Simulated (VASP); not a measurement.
# PbF2 (Fm-3m) in VASP: dielectric tensor with PBE

Aim: the dielectric tensor of PbF2 with PBE.

Program: VASP 6.6.1. These are calculated values, not measurements. Logs are shortened: lines on timing, memory, paths and dates and some standing lists are left out, and cuts for length are marked.

### Step 1. The cell of the first run

It takes space group Fm-3m (No. 225, cubic). Conventional cell: a = 5.921 Å, b = 5.921 Å, c = 5.921 Å, α = 90.00°, β = 90.00°, γ = 90.00°. Within 3.4 Å of Pb (site symmetry m-3m) lie 8 F at 2.56 Å. Within 3.4 Å of F (site symmetry -43m) lie 4 Pb at 2.56 Å and 6 F at 2.96 Å.

### Step 2. Dielectric tensor, PBE

Input file INCAR:

```
ALGO = Normal
EDIFF = 1E-8
ENCUT = 520
GGA = PE
ISIF = 2
ISMEAR = 0
LASPH = True
LCHARG = False
LEPSILON = True
LREAL = False
LWAVE = False
NELM = 60
PREC = Accurate
SIGMA = 0.01
```

Input file KPOINTS:

```
k-points
0
Gamma
  6 6 6
```

Input file POSCAR:

```
PbF2
1.0
    0.0000000000      2.9604381116      2.9604381116
    2.9604381116      0.0000000000      2.9604381116
    2.9604381116      2.9604381116      0.0000000000
Pb F
1 2
Direct
    0.0000000000      0.0000000000      0.0000000000
    0.2500000000      0.2500000000      0.2500000000
    0.7500000000      0.7500000000      0.7500000000
```

Potentials or basis: VASP PAW PBE potentials, release 64 (Pb_d, F).

The run is started by

```console
> cat potpaw_PBE.64/Pb_d/POTCAR potpaw_PBE.64/F/POTCAR > POTCAR
> mpirun -np 1 vasp_std > vasp.out
```

OUTCAR:

```text
EDIFF = 1E-8
   ENCUT = 520
   GGA = PE
   ISIF = 2
   ISMEAR = 0
   LASPH = True
   LEPSILON = True
   LREAL = False
   NELM = 60
   PREC = Accurate

 ion  position               nearest neighbor table
   1  0.000  0.000  0.000-   3 2.56   3 2.56   3 2.56   2 2.56   3 2.56   2 2.56   2 2.56   2 2.56

   2  0.250  0.250  0.250-   1 2.56   1 2.56   1 2.56   1 2.56
   3  0.750  0.750  0.750-   1 2.56   1 2.56   1 2.56   1 2.56

  LATTYP: Found a face centered cubic cell.
 ALAT       =     5.9208762232

  Lattice vectors:

 A1 = (   0.0000000000,   2.9604381116,   2.9604381116)
 A2 = (   2.9604381116,   0.0000000000,   2.9604381116)
 A3 = (   2.9604381116,   2.9604381116,   0.0000000000)

Analysis of symmetry for initial positions (statically):
=====================================================================
 Subroutine PRICEL returns:
 Original cell was already a primitive cell.

 Routine SETGRP: Setting up the symmetry group for a
 face centered cubic supercell.

 Subroutine GETGRP returns: Found 48 space group operations
 (whereof 48 operations were pure point group operations)
 out of a pool of 48 trial point group operations.

The static configuration has the point symmetry O_h .

Analysis of symmetry for dynamics (positions and initial velocities):
=====================================================================
 Subroutine PRICEL returns:
 Original cell was already a primitive cell.

 Routine SETGRP: Setting up the symmetry group for a
 face centered cubic supercell.

 Subroutine GETGRP returns: Found 48 space group operations
 (whereof 48 operations were pure point group operations)
 out of a pool of 48 trial point group operations.

The dynamic configuration has the point symmetry O_h .

 Subroutine INISYM returns: Found 48 space group operations
 (whereof 48 operations are pure point group operations),
 and found     1 'primitive' translations

----------------------------------------------------------------------------------------

                                     Primitive cell

  volume of cell :      51.8917

  direct lattice vectors                    reciprocal lattice vectors
     0.000000000  2.960438112  2.960438112    -0.168893921  0.168893921  0.168893921
     2.960438112  0.000000000  2.960438112     0.168893921 -0.168893921  0.168893921
     2.960438112  2.960438112  0.000000000     0.168893921  0.168893921 -0.168893921

  length of vectors
     4.186691728  4.186691728  4.186691728     0.292532852  0.292532852  0.292532852

  position of ions in fractional coordinates (direct lattice)
     0.000000000  0.000000000  0.000000000
     0.250000000  0.250000000  0.250000000
     0.750000000  0.750000000  0.750000000

  ion indices of the primitive-cell ions
   primitive index   ion index
                 1           1
                 2           2
                 3           3

----------------------------------------------------------------------------------------

 KPOINTS: k-points

Automatic generation of k-mesh.
 Grid dimensions read from file:
 generate k-points for:    6    6    6

 Generating k-lattice:

  Cartesian coordinates                     Fractional coordinates (reciprocal lattice)
    -0.028148987  0.028148987  0.028148987     0.166666667  0.000000000  0.000000000
     0.028148987 -0.028148987  0.028148987     0.000000000  0.166666667  0.000000000
     0.028148987  0.028148987 -0.028148987     0.000000000  0.000000000  0.166666667

  Length of vectors
     0.048755475  0.048755475  0.048755475

  Shift w.r.t. Gamma in fractional coordinates (k-lattice)
     0.000000000  0.000000000  0.000000000

 Subroutine IBZKPT returns following result:
 ===========================================

 Found     16 irreducible k-points:

 Following reciprocal coordinates:
            Coordinates               Weight
  0.000000  0.000000  0.000000      1.000000
  0.166667  0.000000  0.000000      8.000000
  0.333333  0.000000  0.000000      8.000000
  0.500000  0.000000  0.000000      4.000000
  0.166667  0.166667  0.000000      6.000000
  0.333333  0.166667  0.000000     24.000000
[... 8 lines left out ...]
 -0.333333  0.333333  0.166667     24.000000
 -0.333333  0.500000  0.166667     12.000000
   k-points           NKPTS =     16   k-points in BZ     NKDIM =     16   number of bands    NBANDS=     18
   number of dos      NEDOS =    301   number of ions     NIONS =      3
   total plane-waves  NPLWV =  32768
   dimension x,y,z NGX =    32 NGY =   32 NGZ =   32
   dimension x,y,z NGXF=    64 NGYF=   64 NGZF=   64
   ions per type =               1   2
   NGX,Y,Z   is equivalent  to a cutoff of  12.71, 12.71, 12.71 a.u.
   NGXF,Y,Z  is equivalent  to a cutoff of  25.41, 25.41, 25.41 a.u.
 SYSTEM =  unknown system
   PREC   = accura    normal or accurate (medium, high low for compatibility)
   ISTART =      0    job   : 0-new  1-cont  2-samecut
   ICHARG =      2    charge: 1-file 2-atom 10-const
   ISPIN  =      1    spin polarized calculation?
   LNONCOLLINEAR =      F non collinear calculations
   LSORBIT =      F    spin-orbit coupling
   LASPH  =      T    aspherical Exc in radial PAW
   ENCUT  =  520.0 eV  38.22 Ry    6.18 a.u.   7.78  7.78  7.78*2*pi/ulx,y,z
   NELM   =     60;   NELMIN=  2; NELMDL= -5     # of ELM steps
   EDIFF  = 0.1E-07   stopping-criterion for ELM
   LREAL  =      F    real-space projection
   EDIFFG = 0.1E-06   stopping-criterion for IOM
   NSW    =      0    number of steps for IOM
   IBRION =     -1    ionic relax: 0-MD 1-quasi-New 2-CG
   NFREE  =      0    steps in history (QN), initial steepest desc. (CG)
   ISIF   =      2    stress and relaxation
   ISYM   =      2    0-nonsym 1-usesym 2-fastsym
   POTIM  = 0.5000    time-step for ionic-motion
   TEBEG  =    0.0;   TEEND  =   0.0 temperature during run
   PSTRESS=    0.0 pullay stress
   NELECT =      28.0000    total number of electrons
   NUPDOWN=      -1.0000    fix difference up-down
   EMIN   =  10.00;   EMAX   =-10.00  energy-range for DOS
   EFERMI =   0.00;   METHOD = LEGACY
   ISMEAR =     0;   SIGMA  =   0.01  broadening in eV -4-tet -1-fermi 0-gaus
   EFERMI_NEDOS =   21; number of points for ismear=-14 and -15
   IALGO  =     38    algorithm
   IMIX   =      4    mixing-type and parameters
     AMIX     =   0.40;   BMIX     =  1.00
     AMIX_MAG =   1.60;   BMIX_MAG =  1.00
  volume/ion in A,a.u.               =      17.30       116.73
  Fermi-wavevector in a.u.,A,eV,Ry     =   1.332789  2.518607 24.168403  1.776328
  Thomas-Fermi vector in A             =   2.461697
   LORBIT       =      0    0 simple, 1 ext, 2 COOP (PROOUT), +10 PAW based schemes
   GGA     = PE    functional components
   LHFCALC =     F    Hartree Fock is set to
   AEXX    =    0.0000 exact exchange contribution
   IVDW    =     0    specifies the selected vdW correction
   LEPSILON=     T    determine dielectric tensor
   LRPA    =     F    only Hartree local field effects (RPA)
 non-spin polarized calculation
 Gauss-broadening in eV      SIGMA  =   0.01
  energy-cutoff  :      520.00
  volume of cell :       51.89
 maximum number of plane-waves:      1411
   NGX = 15   NGY = 15   NGZ = 15

--------------------------------------- Ionic step        1  -------------------------------------------

 number of electron      28.0000003 magnetization

 E-fermi :   2.0425     XC(G=0):  -9.4226

 val. band max:        1.9072012285   @ k =  -0.3333   0.3333   0.1667
 cond. band min:       6.3452921378   @ k =   0.5000   0.5000   0.0000
 fundamental gap:      4.4380909093
 Fermi energy:         2.0424603433

 k-point     1 :       0.0000    0.0000    0.0000
  band No.  band energies     occupation
      1     -19.1952      2.00000
      2     -18.5684      2.00000
      3     -12.5116      2.00000
      4     -12.5116      2.00000
      5     -12.5116      2.00000
      6     -12.4535      2.00000
[... 10 lines left out ...]
     17       8.7081      0.00000
     18      12.5805      0.00000
[... 295 lines left out ...]
 k-point    16 :      -0.3333    0.5000    0.1667
  band No.  band energies     occupation
      1     -18.8857      2.00000
      2     -18.8317      2.00000
      3     -12.4795      2.00000
      4     -12.4389      2.00000
      5     -12.4223      2.00000
      6     -12.3881      2.00000
[... 10 lines left out ...]
     17       9.5002      0.00000
     18      11.7764      0.00000

  FORCE on cell =-STRESS in cart. coord.  units (eV):
  Direction    XX          YY          ZZ          XY          YZ          ZX
  --------------------------------------------------------------------------------------
  -------------------------------------------------------------------------------------
  Total        0.8882713      0.8882713      0.8882713      0.0000000      0.0000000      0.0000000
  in kB       27.4257338     27.4257338     27.4257338      0.0000000      0.0000000      0.0000000
  external PRESSURE =      27.4257338 kB  Pullay stress =       0.0000000 kB

 VOLUME and BASIS-vectors are now :
 -----------------------------------------------------------------------------
  energy-cutoff  :      520.00
  volume of cell :       51.89
      direct lattice vectors                 reciprocal lattice vectors
     0.000000000  2.960438112  2.960438112    -0.168893921  0.168893921  0.168893921
     2.960438112  0.000000000  2.960438112     0.168893921 -0.168893921  0.168893921
     2.960438112  2.960438112  0.000000000     0.168893921  0.168893921 -0.168893921

 POSITION                                       TOTAL-FORCE (eV/Angst)
 -----------------------------------------------------------------------------------
      0.00000      0.00000      0.00000        -0.000000     -0.000000     -0.000000
      1.48022      1.48022      1.48022         0.000000      0.000000      0.000000
      4.44066      4.44066      4.44066        -0.000000     -0.000000     -0.000000
 -----------------------------------------------------------------------------------
    total drift:                                0.000000     -0.000000      0.000000

  FREE ENERGIE OF THE ION-ELECTRON SYSTEM (eV)
  ---------------------------------------------------
  free  energy   TOTEN  =       -14.3309685160 eV

  energy  without entropy=      -14.3309685160  energy(sigma->0) =      -14.33096852

 HEAD OF MICROSCOPIC STATIC DIELECTRIC TENSOR (INDEPENDENT PARTICLE, excluding Hartree and local field effects)
 ------------------------------------------------------
           3.660765     0.000000    -0.000000
           0.000000     3.660765    -0.000000
           0.000000     0.000000     3.660765
 ------------------------------------------------------

 Free energy of the ion-electron system (eV)
  ---------------------------------------------------
  ---------------------------------------------------
  free energy    TOTEN  =        -0.36365133 eV

  energy without entropy =       -0.36365133

------------------------ aborting loop because EDIFF is reached ----------------------------------------

--------------------------------------- Ionic step        2  -------------------------------------------

------------------------ aborting loop because EDIFF is reached ----------------------------------------

--------------------------------------- Ionic step        3  -------------------------------------------

 Free energy of the ion-electron system (eV)
  ---------------------------------------------------
  ---------------------------------------------------
  free energy    TOTEN  =        -0.36365130 eV

  energy without entropy =       -0.36365130

------------------------ aborting loop because EDIFF is reached ----------------------------------------

 PIEZOELECTRIC TENSOR FIELD DIRECTION 3  (e Angst)
 -----------------------------------------------------------------------------
     0.00057  0.00000  0.00000           ( -0.00002  0.00000  0.00000)
     0.00000  0.00057  0.00000           (  0.00000 -0.00002  0.00000)
     0.00000 -0.00000 -0.00143           (  0.00000  0.00000 -0.00002)

 PIEZOELECTRIC TENSOR FIELD DIRECTION 3  (C/m^2)
 -----------------------------------------------------------------------------
     0.00018  0.00000  0.00000
     0.00000  0.00018  0.00000
     0.00000 -0.00000 -0.00044

 MACROSCOPIC STATIC DIELECTRIC TENSOR (including local field effects in DFT)
 ------------------------------------------------------
           3.324609    -0.000000     0.000000
           0.000000     3.324609    -0.000000
           0.000000    -0.000000     3.324609
 ------------------------------------------------------

 PIEZOELECTRIC TENSOR (including local field effects)  for field in x, y, z        (e  Angst)
          XX          YY          ZZ          XY          YZ          ZX
  --------------------------------------------------------------------------------
  x     0.00000     0.00000     0.00000     0.00000     0.00000     0.00000
  y     0.00000     0.00000     0.00000     0.00000     0.00000     0.00000
  z     0.00000     0.00000     0.00000     0.00000     0.00000     0.00000

 PIEZOELECTRIC TENSOR (including local field effects)  for field in x, y, z        (C/m^2)
          XX          YY          ZZ          XY          YZ          ZX
  --------------------------------------------------------------------------------
  x     0.00000     0.00000     0.00000     0.00000     0.00000     0.00000
  y     0.00000     0.00000     0.00000     0.00000     0.00000     0.00000
  z     0.00000     0.00000     0.00000     0.00000     0.00000     0.00000

 BORN EFFECTIVE CHARGES (including local field effects) (in |e|, cummulative output)
 ---------------------------------------------------------------------------------
 ion    1
    1     3.19497     0.00000     0.00000
    2     0.00000     3.19497     0.00000
    3     0.00000     0.00000     3.19497
 ion    2
    1    -1.59748     0.00000     0.00000
    2     0.00000    -1.59748     0.00000
    3     0.00000     0.00000    -1.59748
 ion    3
    1    -1.59748     0.00000     0.00000
    2     0.00000    -1.59748     0.00000
    3     0.00000     0.00000    -1.59748
```

Wall time 1.8 min (1 thread of AMD EPYC 9R45 (Zen 5), shared host); peak memory 0.21 GiB.

Results:

| Quantity | Value |
| --- | --- |
| Band gap on the k mesh | 4.44 eV, indirect (least direct gap 4.56 eV) |
| Electronic dielectric tensor (diagonal) | 3.32 |
| Born charges (mean of the diagonal) | Pb +3.19; F -1.60 e |

Levels at points of the mesh, in eV from the valence-band top:
| k point | band 12 | band 13 | band 14 | band 15 | band 16 | band 17 |
| --- | --- | --- | --- | --- | --- | --- |
| (0.00, 0.00, 0.00) | -1.98 | -1.98 | -1.98 | 6.80 | 6.80 | 6.80 |
| (0.50, 0.00, 0.00) | -2.14 | -2.14 | -0.01 | 5.05 | 7.70 | 7.70 |
| (0.50, 0.50, 0.00) | -1.55 | -1.55 | -0.12 | 4.44 | 7.93 | 7.93 |

Electronic dielectric tensor:
```
3.32 0.00 0.00
0.00 3.32 0.00
0.00 0.00 3.32
```

Born effective charge tensors (e):
atom 1, Pb
```
3.19 0.00 0.00
0.00 3.19 0.00
0.00 0.00 3.19
```
atom 2, F
```
-1.60  0.00  0.00
 0.00 -1.60  0.00
 0.00  0.00 -1.60
```
atom 3, F
```
-1.60  0.00  0.00
 0.00 -1.60  0.00
 0.00  0.00 -1.60
```

Caveat: spin-orbit coupling is left out, which moves the levels of the heavy elements. A k mesh can miss the band edges.
